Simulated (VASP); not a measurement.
Wanted: the native input for a VASP 6.6.1 run.

```yaml
Task: single point
Functional: PBE
Potentials_or_basis: VASP PAW PBE potentials, release 64 (N, Ti_sv)
Cutoff: 520 eV
k_mesh: 9 × 9 × 1
Occupations: gaussian, width 0.1 eV
Spin: collinear spin
Starting_moments: "[0.0, 0.0, 0.0, 0.0, 3.0, 0.0, 0.0, 0.0] μB"
Dipole_correction: yes
Further_INCAR_settings: ALGO = Normal; EDIFF = 1e-06; NBANDS = 44
```

The structure of Ti3N5 lies in POSCAR:

```
Ti3N5
1.0
    3.0028555063      0.0000000000      0.0000000000
   -1.5014277532      2.6005491524      0.0000000000
    0.0000000000      0.0000000000     24.1233847547
N Ti
5 3
Direct
    0.3333333333      0.6666666667      0.1658142106
    0.0000000000      0.0000000000      0.2674509120
    0.6666666667      0.3333333333      0.3654788005
    0.3333333333      0.6666666667      0.4611038156
    1.0000000000      0.0000000000      0.5025573682
    0.6666666667      0.3333333333      0.2166325614
    0.3333333333      0.6666666667      0.3190139885
    0.0000000000      0.0000000000      0.4290633808
```

One way to write it, as run:

INCAR

```
SYSTEM = Ti3N5
ALGO = Normal
DIPOL = 0.5 0.5 0.341
EDIFF = 1E-6
ENCUT = 520
GGA = PE
IDIPOL = 3
ISIF = 2
ISMEAR = 0
ISPIN = 2
LASPH = .TRUE.
LCHARG = .FALSE.
LDIPOL = .TRUE.
LMAXMIX = 4
LORBIT = 11
LREAL = .FALSE.
LWAVE = .FALSE.
MAGMOM = 0 0 0 0 3 0 0 0
NBANDS = 44
NELM = 150
PREC = Accurate
SIGMA = 0.1
```

KPOINTS

```
k-points
0
G
  9 9 1
  0 0 0
```

Potentials or basis: VASP PAW PBE potentials, release 64 (N, Ti_sv).

Launch:

```console
$ cat potpaw_PBE.64/N/POTCAR potpaw_PBE.64/Ti_sv/POTCAR > POTCAR
$ mpirun -np 1 vasp_std > vasp.out
```

Results of the run:

```yaml
Largest_force: 5.512 eV/Å
Net_moment: 0.00 μB per cell
Valence_electrons_inside_the_program's_atomic_spheres: N 3.51, 3.75, 3.73, 3.69, 3.45; Ti 10.31, 10.36, 10.84
```

Run time: 14 min on 1 thread of Oxide Virtual Turin-like Processor, on a shared host, peak memory 0.44 GiB.
